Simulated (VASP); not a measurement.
# SnSe (Fm-3m) in VASP: notebook, part 2 of 2

VASP 6.6.1.

## Step 3: Single point, LDA

This run uses another cell than the first one, of 22.13 Å³/atom, 0.865 times its volume.

File INCAR:

```
SYSTEM = SnSe
PREC     = Accurate       ! precision mode
ENCUT    = 520            ! plane-wave cutoff, eV
EDIFF    = 1E-6           ! SCF threshold, eV
ISMEAR   = 0              ! smearing method
SIGMA    = 0.01           ! smearing width, eV
LREAL    = .False.        ! projectors in reciprocal space
LASPH    = .True.         ! aspherical terms in the spheres
NELM     = 80             ! most SCF steps
ALGO     = Normal         ! electronic algorithm
ISIF     = 2              ! what is computed and relaxed
LWAVE    = .False.        ! write WAVECAR
LCHARG   = .False.        ! write CHGCAR
NBANDS   = 17             ! bands
```

File KPOINTS:

```
Automatic mesh
0
Gamma
  8 8 8
  0 0 0
```

File POSCAR:

```
SnSe
1.0
    0.0000000000      2.8076193571      2.8076193571
    2.8076193571      0.0000000000      2.8076193571
    2.8076193571      2.8076193571      0.0000000000
Sn Se
1 1
Direct
    0.0000000000      0.0000000000      0.0000000000
    0.5000000000      0.5000000000      0.5000000000
```

Potentials or basis: VASP PAW LDA potentials, release 64 (Sn_d, Se).

On the command line:

```sh
$ cat potpaw_LDA.64/Sn_d/POTCAR potpaw_LDA.64/Se/POTCAR > POTCAR
$ mpirun -np 1 vasp_std > vasp.out
```

OUTCAR:

```text
SYSTEM = SnSe
   PREC = Accurate
   ENCUT = 520
   EDIFF = 1E-6
   ISMEAR = 0
   LREAL = .False.
   LASPH = .True.
   NELM = 80
   ISIF = 2

 ion  position               nearest neighbor table
   1  0.000  0.000  0.000-   2 2.81   2 2.81   2 2.81   2 2.81   2 2.81   2 2.81
   2  0.500  0.500  0.500-   1 2.81   1 2.81   1 2.81   1 2.81   1 2.81   1 2.81

  LATTYP: Found a face centered cubic cell.
 ALAT       =     5.6152387142

  Lattice vectors:

 A1 = (   0.0000000000,   2.8076193571,   2.8076193571)
 A2 = (   2.8076193571,   0.0000000000,   2.8076193571)
 A3 = (   2.8076193571,   2.8076193571,   0.0000000000)

Analysis of symmetry for initial positions (statically):
=====================================================================
 Subroutine PRICEL returns:
 Original cell was already a primitive cell.

 Routine SETGRP: Setting up the symmetry group for a
 face centered cubic supercell.

 Subroutine GETGRP returns: Found 48 space group operations
 (whereof 48 operations were pure point group operations)
 out of a pool of 48 trial point group operations.

The static configuration has the point symmetry O_h .

Analysis of symmetry for dynamics (positions and initial velocities):
=====================================================================
[... 155 lines left out ...]
  free energy    TOTEN  =        -9.27450643 eV

  energy without entropy =       -9.27450643  energy(sigma->0) =       -9.27450643

 E-fermi :   8.3832     XC(G=0): -10.8389

 val. band max:        8.2869743872   @ k =  -0.2500   0.1250   0.0000
 cond. band min:       8.8256586444   @ k =  -0.3750   0.1250   0.0000
 fundamental gap:      0.5386842572
 Fermi energy:         8.3831544488

 k-point     1 :       0.0000    0.0000    0.0000
  band No.  band energies     occupation
      1     -13.5539      2.00000
      2     -13.5539      2.00000
      3     -13.5395      2.00000
      4     -13.5395      2.00000
      5     -13.5395      2.00000
      6      -7.4645      2.00000
[... 457 lines left out ...]
      4     -13.5198      2.00000
      5     -13.5063      2.00000
      6      -5.7197      2.00000
[... 9 lines left out ...]
     16      19.4181      0.00000
     17      19.4529      0.00000

 [... further k-points ...]
[... 5 lines left out ...]
  --------------------------------------------------------------------------------------
  -------------------------------------------------------------------------------------
  Total        3.3852762      3.3852762      3.3852762      0.0000000      0.0000000     -0.0000000
  in kB      122.5349597    122.5349597    122.5349597      0.0000000      0.0000000     -0.0000000
  external PRESSURE =     122.5349597 kB  Pullay stress =       0.0000000 kB

 VOLUME and BASIS-vectors are now :
 -----------------------------------------------------------------------------
  energy-cutoff  :      520.00
  volume of cell :       44.26
      direct lattice vectors                 reciprocal lattice vectors
     0.000000000  2.807619357  2.807619357    -0.178086819  0.178086819  0.178086819
     2.807619357  0.000000000  2.807619357     0.178086819 -0.178086819  0.178086819
     2.807619357  2.807619357  0.000000000     0.178086819  0.178086819 -0.178086819

 POSITION                                       TOTAL-FORCE (eV/Angst)
 -----------------------------------------------------------------------------------
      0.00000      0.00000      0.00000         0.000000     -0.000000     -0.000000
      2.80762      2.80762      2.80762         0.000000      0.000000      0.000000
 -----------------------------------------------------------------------------------
    total drift:                               -0.000000      0.000000      0.000000

  FREE ENERGIE OF THE ION-ELECTRON SYSTEM (eV)
  ---------------------------------------------------
  free  energy   TOTEN  =        -9.2745064338 eV

  energy  without entropy=       -9.2745064338  energy(sigma->0) =       -9.27450643
```

OSZICAR:

```text
N       E                     dE             d eps       ncg     rms          rms(c)
DAV:   1     0.131963238714E+03    0.13196E+03   -0.98822E+03  1003   0.155E+03
DAV:   2     0.254501559750E+01   -0.12942E+03   -0.12579E+03  1067   0.356E+02
DAV:   3    -0.912149604551E+01   -0.11667E+02   -0.11524E+02  1190   0.929E+01
DAV:   4    -0.939187458548E+01   -0.27038E+00   -0.27018E+00  1194   0.147E+01
DAV:   5    -0.939876922541E+01   -0.68946E-02   -0.68942E-02  1348   0.233E+00    0.486E+00
DAV:   6    -0.928702592297E+01    0.11174E+00   -0.20304E-01  1449   0.317E+00    0.302E+00
DAV:   7    -0.927598853076E+01    0.11037E-01   -0.57111E-02  1277   0.121E+00    0.985E-01
DAV:   8    -0.927455126346E+01    0.14373E-02   -0.61781E-03  1319   0.705E-01    0.988E-02
DAV:   9    -0.927450743131E+01    0.43832E-04   -0.50226E-04  1324   0.226E-01    0.604E-02
DAV:  10    -0.927450631546E+01    0.11158E-05   -0.39279E-05  1145   0.409E-02    0.144E-02
DAV:  11    -0.927450643379E+01   -0.11833E-06   -0.70819E-06  1308   0.207E-02
   1 F= -.92745064E+01 E0= -.92745064E+01  d E =-.176808E-43
```

stdout:

```text
POSCAR found type information on POSCAR SnSe
 POSCAR found :  2 types and       2 ions
 scaLAPACK will be used
 LDA part: xc-table for (Slater(with rela. corr.)+CA(PZ))
 , standard interpolation
 POSCAR, INCAR and KPOINTS ok, starting setup
 FFT: planning ... GRIDC
 FFT: planning ... GRID_SOFT
 FFT: planning ... GRID
 WAVECAR not read
 entering main loop
```

It took 30 s on 1 thread of AMD EPYC 7R13, shared host; peak memory 0.13 GiB.

What came out:

```yaml
Free_energy: -9.2745 eV
Pressure: 12.3 GPa
Band_gap_on_the_k_mesh: 0.54 eV, indirect (least direct gap 0.61 eV)
```

Levels at points of the mesh, in eV from the valence-band top:
```csv
k point,band 7,band 8,band 9,band 10,band 11,band 12,band 13,band 14
"(0.00, 0.00, 0.00)",-4.64,-3.07,-3.07,-3.07,4.77,4.77,4.77,5.34
"(0.50, 0.00, 0.00)",-9.62,-2.73,-2.73,-0.52,0.74,0.74,1.17,8.53
"(0.50, 0.50, 0.00)",-7.32,-6.46,-4.96,-4.96,1.97,6.25,6.25,7.05
```

Caveat: spin-orbit coupling is left out, which moves the levels of the heavy elements.
